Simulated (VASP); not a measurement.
A run of VASP 6.6.1:

POSCAR

```
MgAlSb5
1.0
    0.0964272000     -0.0058636300      4.4681871100
    4.7201779400     -3.9404201600      2.3380639800
    4.4346241300      3.7159254400     -2.1402564700
Mg Al Sb
1 1 5
Direct
    0.9825140000      0.0337260000      0.9605130000
    0.9778960000      0.5121310000      0.5114320000
    0.0501460000      0.7183470000      0.7488870000
    0.9738990000      0.2579720000      0.2418550000
    0.4438810000      0.4954310000      0.4608340000
    0.7499230000      0.7874310000      0.2526720000
    0.1668370000      0.2296030000      0.7535710000
```

File INCAR.step1:

```
ALGO = Normal
EDIFF = 1E-4
ENCUT = 520
GGA = PE
ISMEAR = -1
LASPH = True
LCHARG = False
LREAL = False
LWAVE = True
NBANDS = 24
NELM = 100
PREC = Accurate
SIGMA = 0.1
```

The input INCAR.step2:

```
ALGO = Normal
EDIFF = 1E-6
ENCUT = 520
ISIF = 2
ISMEAR = -1
ISTART = 1
LASPH = True
LCHARG = False
LMIXTAU = True
LREAL = False
LWAVE = False
METAGGA = R2SCAN
NBANDS = 24
NELM = 100
PREC = Accurate
SIGMA = 0.1
```

File KPOINTS:

```
Automatic mesh
0
Gamma
  5 3 3
  0 0.5 0
```

Potentials or basis: VASP PAW PBE potentials, release 64 (Mg, Al, Sb).

The run is started by

```bash
$ cat potpaw_PBE.64/Mg/POTCAR potpaw_PBE.64/Al/POTCAR potpaw_PBE.64/Sb/POTCAR > POTCAR
$ cp INCAR.step1 INCAR
$ mpirun -np 1 vasp_std > vasp.out
$ cp INCAR.step2 INCAR
$ mpirun -np 1 vasp_std > vasp.out
```

Hardware: 1 thread of Intel(R) Xeon(R) Platinum 8375C CPU @ 2.90GHz (Ice Lake) (shared host).

Question: Estimate the wall time of this run.

Answer: It took 4.7 min on 1 thread of Intel(R) Xeon(R) Platinum 8375C CPU @ 2.90GHz (Ice Lake), on a shared host, peak memory 0.35 GiB. Counts: k points 23.
